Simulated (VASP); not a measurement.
## Se: single point with PBE

The system is Se.

```xyz
1
Lattice="-1.6724 1.6724 1.6724 1.6724 -1.6724 1.6724 1.6724 1.6724 -1.6724" Properties=species:S:1:pos:R:3 pbc="T T T"
Se    0.0000    0.0000    0.0000
```

This cell differs from its parent crystal: volume scaled by 0.92.

| Item | Value |
| --- | --- |
| Program | VASP 6.6.1 |
| Task | single point |
| Functional | PBE |
| Potentials or basis | VASP PAW PBE potentials, release 64 (Se) |
| Cutoff | 520 eV |
| k mesh | 14 × 14 × 14 |
| Occupations | fermi-dirac, width 0.1 eV |
| Spin | no spin polarisation |
| Dipole correction | no |
| Further INCAR settings | ALGO = Normal; EDIFF = 1e-06; NBANDS = 9 |

| Quantity | Value |
| --- | --- |
| Pressure | 7.8 GPa |
| Band gap on the k mesh | zero (band 3 reaches 9.97 eV, above the bottom of band 4 at 3.01 eV) |

Levels at points of the mesh, in eV from the Fermi level:
```
           k point  band 1  band 2  band 3  band 4  band 5  band 6  band 7
(0.00, 0.00, 0.00)  -16.84    3.46    3.46    3.46   12.35   12.64   12.64
(0.50, 0.00, 0.00)  -12.90   -7.28    0.13    2.44    7.05    8.29   17.92
(0.50, 0.50, 0.50)  -10.09   -3.50   -3.50   -3.50    3.75    3.75   23.55
```

It took 6.9 s on 1 thread of Intel(R) Xeon(R) Platinum 8488C (Sapphire Rapids), with other jobs on the host, peak memory 0.14 GiB.
